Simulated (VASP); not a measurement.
Input of a VASP 6.6.1 run:

INCAR

```
ALGO     = Normal         # electronic algorithm
EDIFF    = 1E-6           # SCF threshold, eV
ENCUT    = 520            # plane-wave cutoff, eV
GGA      = PE             # functional
ISIF     = 2              # what is computed and relaxed
ISMEAR   = 0              # smearing method
IVDW     = 12             # dispersion correction
LASPH    = True           # aspherical terms in the spheres
LCHARG   = False          # write CHGCAR
LREAL    = False          # projectors in reciprocal space
LWAVE    = False          # write WAVECAR
NBANDS   = 25             # bands
NELM     = 100            # most SCF steps
PREC     = Accurate       # precision mode
SIGMA    = 0.01           # smearing width, eV
```

File KPOINTS:

```
k-points
0
Gamma
  8 8 8
```

The input POSCAR:

```
CO2
1.0
   -1.7272105819      1.7272105819      2.9841383212
    1.7272105819     -1.7272105819      2.9841383212
    1.7272105819      1.7272105819     -2.9841383212
C O
2 4
Direct
    0.0000000000      0.0000000000      0.0000000000
    0.7500000000      0.2500000000      0.5000000000
    0.3750000000      0.3362633428      0.4612633428
    0.6637366572      0.1250000000      1.0387366572
    0.8750000000      0.9137366572      0.5387366572
    0.0862633428      0.6250000000     -0.0387366572
```

Potentials or basis: VASP PAW PBE potentials, release 64 (C, O).

Command:

```bash
$ cat potpaw_PBE.64/C/POTCAR potpaw_PBE.64/O/POTCAR > POTCAR
$ mpirun -np 1 vasp_std > vasp.out
```

(1) Estimate the dispersion energy per atom.

(2) What does it give for the band gap on the k mesh?

(3) What does it give for the pressure?

(4) What does it give for the largest force?

Results:

(1) -0.135 eV.

(2) 7.39 eV, indirect (least direct gap 7.59 eV).

(3) 62.6 GPa.

(4) 0.135 eV/Å.
